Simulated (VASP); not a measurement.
Write the native input for VASP 6.6.1 that does the following.

```yaml
Task: single point
Functional: PBE
Potentials_or_basis: VASP PAW PBE potentials, release 64 (K_sv, Br)
Cutoff: 520 eV
k_mesh: 6 × 6 × 6
Occupations: gaussian, width 0.01 eV
Spin: non-collinear spin, zero start, spin-orbit coupling
Starting_moments: "[[0.0, 0.0, 0.0], [0.0, 0.0, 0.0]] μB"
Dipole_correction: no
Further_INCAR_settings: ALGO = Normal; EDIFF = 1e-06; NBANDS = 28
```

The structure of KBr lies in POSCAR:

```
KBr
1.0
    0.0000000000      3.6882992884      3.6882992884
    3.6882992884      0.0000000000      3.6882992884
    3.6882992884      3.6882992884      0.0000000000
K Br
1 1
Direct
    0.0000000000      0.0000000000      0.0000000000
    0.2500000000      0.2500000000      0.2500000000
```

These files were run (other wordings do the same):

INCAR

```
PREC = Accurate
ENCUT = 520
EDIFF = 1E-6
ISMEAR = 0
SIGMA = 0.01
LREAL = False
LASPH = True
NELM = 150
ALGO = Normal
ISIF = 2
LWAVE = False
LCHARG = True
MAGMOM = 0 0 0 0 0 0
LORBIT = 11
LSORBIT = True
GGA_COMPAT = False
LORBMOM = True
GGA = PE
LVHAR = True
NBANDS = 28
```

KPOINTS

```
Automatic mesh
0
Gamma
  6 6 6
```

Potentials or basis: VASP PAW PBE potentials, release 64 (K_sv, Br).

Run with:

```sh
$ cat potpaw_PBE.64/K_sv/POTCAR potpaw_PBE.64/Br/POTCAR > POTCAR
$ mpirun -np 1 vasp_ncl > vasp.out
```

Results of the run:

```
Pressure                                              : 0.3 GPa
Net moment                                            : 0.00 μB per cell
Valence electrons inside the program's atomic spheres : K 7.56; Br 4.90
```

Run time: 2.3 min on 1 thread of Intel(R) Xeon(R) Platinum 8559C (Emerald Rapids) (shared host), peak memory 0.51 GiB.
